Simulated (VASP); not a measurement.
# BaTa2 (Fm-3m) in VASP: further runs, part 2 of 2

VASP 6.6.1.

### Step 4. Relaxation of cell and atoms, PBE

This run uses another cell than the first one, of 23.17 Å³/atom.

INCAR reads:

```
SYSTEM = BaTa2
ALGO = Normal
EDIFF = 1E-7
EDIFFG = -0.04
ENCUT = 500
GGA = PE
GGA_COMPAT = .FALSE.
IBRION = 2
ISIF = 3
ISMEAR = 0
LASPH = .TRUE.
LCHARG = .FALSE.
LREAL = .FALSE.
LWAVE = .FALSE.
NELM = 120
NELMIN = 4
NSW = 90
PREC = Accurate
SIGMA = 0.1
```

KPOINTS reads:

```
k-points
0
G
  4 4 4
  0 0 0
```

POSCAR reads:

```
BaTa2
1.0
    0.0000000000      3.2635735585      3.2635735585
    3.2635735585      0.0000000000      3.2635735585
    3.2635735585      3.2635735585      0.0000000000
Ba Ta
1 2
Direct
    0.0000000000      0.0000000000      0.0000000000
    0.2500000000      0.2500000000      0.2500000000
    0.7500000000      0.7500000000      0.7500000000
```

Potentials or basis: VASP PAW PBE potentials, release 64 (Ba_sv, Ta_sv_GW).

The run is started by

```
cat potpaw_PBE.64/Ba_sv/POTCAR potpaw_PBE.64/Ta_sv_GW/POTCAR > POTCAR
mpirun -np 1 vasp_std > vasp.out
```

OUTCAR:

```text
SYSTEM = BaTa2
   EDIFF = 1E-7
   EDIFFG = -0.04
   ENCUT = 500
   GGA = PE
   IBRION = 2
   ISIF = 3
   ISMEAR = 0
   LASPH = .TRUE.
   LREAL = .FALSE.
   NELM = 120
   NELMIN = 4
   NSW = 90
   PREC = Accurate

 ion  position               nearest neighbor table
   1  0.000  0.000  0.000-   3 2.83   3 2.83   3 2.83   2 2.83   3 2.83   2 2.83   2 2.83   2 2.83

   2  0.250  0.250  0.250-   1 2.83   1 2.83   1 2.83   1 2.83   3 3.26   3 3.26   3 3.26   3 3.26
                             3 3.26   3 3.26
   3  0.750  0.750  0.750-   1 2.83   1 2.83   1 2.83   1 2.83   2 3.26   2 3.26   2 3.26   2 3.26
                             2 3.26   2 3.26

  LATTYP: Found a face centered cubic cell.
 ALAT       =     6.5271471170

  Lattice vectors:

 A1 = (   0.0000000000,   3.2635735585,   3.2635735585)
 A2 = (   3.2635735585,   0.0000000000,   3.2635735585)
 A3 = (   3.2635735585,   3.2635735585,   0.0000000000)

Analysis of symmetry for initial positions (statically):
=====================================================================
 Subroutine PRICEL returns:
 Original cell was already a primitive cell.

 Routine SETGRP: Setting up the symmetry group for a
 face centered cubic supercell.

 Subroutine GETGRP returns: Found 48 space group operations
 (whereof 48 operations were pure point group operations)
 out of a pool of 48 trial point group operations.

The static configuration has the point symmetry O_h .

Analysis of symmetry for dynamics (positions and initial velocities):
=====================================================================
 Subroutine PRICEL returns:
 Original cell was already a primitive cell.

 Routine SETGRP: Setting up the symmetry group for a
 face centered cubic supercell.

 Subroutine GETGRP returns: Found 48 space group operations
 (whereof 48 operations were pure point group operations)
 out of a pool of 48 trial point group operations.

The dynamic configuration has the point symmetry O_h .

 Subroutine INISYM returns: Found 48 space group operations
 (whereof 48 operations are pure point group operations),
 and found     1 'primitive' translations

----------------------------------------------------------------------------------------

                                     Primitive cell

  volume of cell :      69.5201

  direct lattice vectors                    reciprocal lattice vectors
     0.000000000  3.263573559  3.263573559    -0.153206291  0.153206291  0.153206291
     3.263573559  0.000000000  3.263573559     0.153206291 -0.153206291  0.153206291
     3.263573559  3.263573559  0.000000000     0.153206291  0.153206291 -0.153206291

  length of vectors
     4.615389988  4.615389988  4.615389988     0.265361080  0.265361080  0.265361080

  position of ions in fractional coordinates (direct lattice)
     0.000000000  0.000000000  0.000000000
     0.250000000  0.250000000  0.250000000
     0.750000000  0.750000000  0.750000000

  ion indices of the primitive-cell ions
   primitive index   ion index
                 1           1
                 2           2
                 3           3

----------------------------------------------------------------------------------------

 KPOINTS: k-points

Automatic generation of k-mesh.
 Grid dimensions read from file:
 generate k-points for:    4    4    4

 Generating k-lattice:

  Cartesian coordinates                     Fractional coordinates (reciprocal lattice)
    -0.038301573  0.038301573  0.038301573     0.250000000  0.000000000  0.000000000
     0.038301573 -0.038301573  0.038301573     0.000000000  0.250000000  0.000000000
     0.038301573  0.038301573 -0.038301573     0.000000000  0.000000000  0.250000000

  Length of vectors
     0.066340270  0.066340270  0.066340270

  Shift w.r.t. Gamma in fractional coordinates (k-lattice)
     0.000000000  0.000000000  0.000000000

 Subroutine IBZKPT returns following result:
 ===========================================

 Found      8 irreducible k-points:

 Following reciprocal coordinates:
            Coordinates               Weight
  0.000000  0.000000  0.000000      1.000000
  0.250000  0.000000  0.000000      8.000000
  0.500000  0.000000  0.000000      4.000000
  0.250000  0.250000  0.000000      6.000000
  0.500000  0.250000  0.000000     24.000000
 -0.250000  0.250000  0.000000     12.000000
  0.500000  0.500000  0.000000      3.000000
 -0.250000  0.500000  0.250000      6.000000
   k-points           NKPTS =      8   k-points in BZ     NKDIM =      8   number of bands    NBANDS=     22
   number of dos      NEDOS =    301   number of ions     NIONS =      3
   total plane-waves  NPLWV =  46656
   dimension x,y,z NGX =    36 NGY =   36 NGZ =   36
   dimension x,y,z NGXF=    72 NGYF=   72 NGZF=   72
   ions per type =               1   2
   NGX,Y,Z   is equivalent  to a cutoff of  12.97, 12.97, 12.97 a.u.
   NGXF,Y,Z  is equivalent  to a cutoff of  25.93, 25.93, 25.93 a.u.
 SYSTEM =  BaTa2
   PREC   = accura    normal or accurate (medium, high low for compatibility)
   ISTART =      0    job   : 0-new  1-cont  2-samecut
   ICHARG =      2    charge: 1-file 2-atom 10-const
   ISPIN  =      1    spin polarized calculation?
   LNONCOLLINEAR =      F non collinear calculations
   LSORBIT =      F    spin-orbit coupling
   LASPH  =      T    aspherical Exc in radial PAW
   ENCUT  =  500.0 eV  36.75 Ry    6.06 a.u.   8.41  8.41  8.41*2*pi/ulx,y,z
   NELM   =    120;   NELMIN=  4; NELMDL= -5     # of ELM steps
   EDIFF  = 0.1E-06   stopping-criterion for ELM
   LREAL  =      F    real-space projection
   EDIFFG = -.4E-01   stopping-criterion for IOM
   NSW    =     90    number of steps for IOM
   IBRION =      2    ionic relax: 0-MD 1-quasi-New 2-CG
   NFREE  =      1    steps in history (QN), initial steepest desc. (CG)
   ISIF   =      3    stress and relaxation
   ISYM   =      2    0-nonsym 1-usesym 2-fastsym
   POTIM  = 0.5000    time-step for ionic-motion
   TEBEG  =    0.0;   TEEND  =   0.0 temperature during run
   PSTRESS=    0.0 pullay stress
   NELECT =      36.0000    total number of electrons
   NUPDOWN=      -1.0000    fix difference up-down
   EMIN   =  10.00;   EMAX   =-10.00  energy-range for DOS
   EFERMI =   0.00;   METHOD = LEGACY
   ISMEAR =     0;   SIGMA  =   0.10  broadening in eV -4-tet -1-fermi 0-gaus
   EFERMI_NEDOS =   21; number of points for ismear=-14 and -15
   IALGO  =     38    algorithm
   IMIX   =      4    mixing-type and parameters
     AMIX     =   0.40;   BMIX     =  1.00
     AMIX_MAG =   1.60;   BMIX_MAG =  1.00
  volume/ion in A,a.u.               =      23.17       156.38
  Fermi-wavevector in a.u.,A,eV,Ry     =   1.314636  2.484302 23.514519  1.728268
  Thomas-Fermi vector in A             =   2.444875
   LORBIT       =      0    0 simple, 1 ext, 2 COOP (PROOUT), +10 PAW based schemes
   GGA     = PE    functional components
   LHFCALC =     F    Hartree Fock is set to
   AEXX    =    0.0000 exact exchange contribution
   IVDW    =     0    specifies the selected vdW correction
   LEPSILON=     F    determine dielectric tensor
   LRPA    =     F    only Hartree local field effects (RPA)
 conjugate gradient relaxation of ions
 non-spin polarized calculation
 Gauss-broadening in eV      SIGMA  =   0.10
  energy-cutoff  :      500.00
  volume of cell :       69.52
 maximum number of plane-waves:      1807
 NGX is ok and might be reduce to    36
   NGX = 17   NGY = 17   NGZ = 17

--------------------------------------- Ionic step        1  -------------------------------------------

 number of electron      36.0000004 magnetization

 Free energy of the ion-electron system (eV)
  ---------------------------------------------------
  ext. energy  EPLUGINS =         0.00000000
  ---------------------------------------------------
  free energy    TOTEN  =       -22.55784455 eV

  energy without entropy =      -22.52861171  energy(sigma->0) =      -22.54322813

------------------------ aborting loop because EDIFF is reached ----------------------------------------

  FORCE on cell =-STRESS in cart. coord.  units (eV):
  Direction    XX          YY          ZZ          XY          YZ          ZX
  --------------------------------------------------------------------------------------
  -------------------------------------------------------------------------------------
  Total        3.7886534      3.7886534      3.7886534      0.0000000     -0.0000000      0.0000000
  in kB       87.3142743     87.3142743     87.3142743      0.0000000     -0.0000000      0.0000000
  external PRESSURE =      87.3142743 kB  Pullay stress =       0.0000000 kB
[... 59 lines left out ...]
  energy  without entropy=      -22.5864776459  energy(sigma->0) =      -22.61038701

--------------------------------------- Ionic step        3  -------------------------------------------

 number of electron      35.9999995 magnetization

 Free energy of the ion-electron system (eV)
  ---------------------------------------------------
  ext. energy  EPLUGINS =         0.00000000
  ---------------------------------------------------
  free energy    TOTEN  =       -22.72906651 eV

  energy without entropy =      -22.69022716  energy(sigma->0) =      -22.70964683

 E-fermi :   6.3949     XC(G=0): -10.9404

 val. band max:        6.3310690966   @ k =   0.5000   0.0000   0.0000
 cond. band min:       6.4119306553   @ k =   0.2500   0.0000   0.0000
 fundamental gap:      0.0808615587
 Fermi energy:         6.3949164604

 k-point     1 :       0.0000    0.0000    0.0000
  band No.  band energies     occupation
      1     -62.0067      2.00000
      2     -61.9901      2.00000
      3     -28.5251      2.00000
      4     -28.5251      2.00000
      5     -28.5251      2.00000
      6     -28.3982      2.00000
[... 219 lines left out ...]
  FREE ENERGIE OF THE ION-ELECTRON SYSTEM (eV)
  ---------------------------------------------------
  free  energy   TOTEN  =       -22.7290665102 eV

  energy  without entropy=      -22.6902271566  energy(sigma->0) =      -22.70964683

 reached required accuracy - stopping structural energy minimisation
```

CONTCAR:

```text
BaTa2
   1.00000000000000
     0.0000000000000000    3.3707443803809416    3.3707443803809416
     3.3707443803809416   -0.0000000000000000    3.3707443803809416
     3.3707443803809416    3.3707443803809416   -0.0000000000000000
  Ba              Ta
     1     2
Direct
     0.0000000000000000    0.0000000000000000    0.0000000000000000
     0.2500000000000000    0.2500000000000000    0.2500000000000000
     0.7500000000000000    0.7500000000000000    0.7500000000000000

  0.00000000E+00  0.00000000E+00  0.00000000E+00
  0.00000000E+00  0.00000000E+00  0.00000000E+00
  0.00000000E+00  0.00000000E+00  0.00000000E+00
```

Run time: 59 s. Hardware: 1 thread of AMD EPYC 9R45 (Zen 5), shared host; peak memory 0.18 GiB.

Results:

| Property | Result |
| --- | --- |
| Free energy | -22.7291 eV |
| Relaxed volume | 25.53 Å³/atom |
| Relaxed cell | a = 4.767 Å, b = 4.767 Å, c = 4.767 Å, α = 60.00°, β = 60.00°, γ = 60.00° |
| Space group after relaxing (to 0.1 Å) | Fm-3m (No. 225) |
| Energy gained by relaxing | 57.1 meV/atom |
| Ionic steps | 3 |
| Pressure after relaxing | -0.1 GPa |
| Band gap on the k mesh | zero (bands 18 and 19 overlap by 0.56 eV) |

Step by step:
| step | energy change (eV) | largest force (eV/Å) | pressure (GPa) | volume (Å³) |
| --- | --- | --- | --- | --- |
| 1 | 0.0000 | 0.0000 | 8.73 | 69.52 |
| 2 | -0.0765 | 0.0000 | -4.24 | 83.02 |
| 3 | -0.1712 | 0.0000 | -0.06 | 76.60 |

Final structure:
```
Ba Ta
1.0
     0.00000    3.37074    3.37074
     3.37074    0.00000    3.37074
     3.37074    3.37074    0.00000
Ba Ta
1 2
Direct
  0.00000 0.00000 0.00000
  0.25000 0.25000 0.25000
  0.75000 0.75000 0.75000
```

Caveat: the k points lie up to 0.40 Å⁻¹ apart in the final cell, too coarse for converged energies and pressures of a metal; spin-orbit coupling is left out, which moves the levels of the heavy elements.

### Step 5. Summary

```csv
task,cell,k mesh,gap on the mesh (eV),pressure (GPa)
single point,"a = 4.721 Å, angles 60.0°, 3 atoms",4 × 4 × 4,none,2.2
single point,"a = 4.615 Å, angles 60.0°, 3 atoms",6 × 6 × 6,none,8.8
relaxation of cell and atoms,"relaxed from a = 4.615 Å, angles 60.0°, 3 atoms",4 × 4 × 4,none,-0.1
```

Alike in all rows: level PBE; potentials or basis VASP PAW PBE potentials, release 64 (Ba_sv, Ta_sv_GW); no spin polarisation; cutoff (eV) 500; smearing gaussian 0.1 eV.

Caveats: some runs use coarse meshes; spin-orbit coupling is left out, which moves the levels of the heavy elements; the cell stands under pressure (at least some runs).

Total energies depend on the potentials used, so only differences within one code and one set of settings carry meaning.

The gap in the log of VASP goes by the Fermi energy; the results here count the filled bands.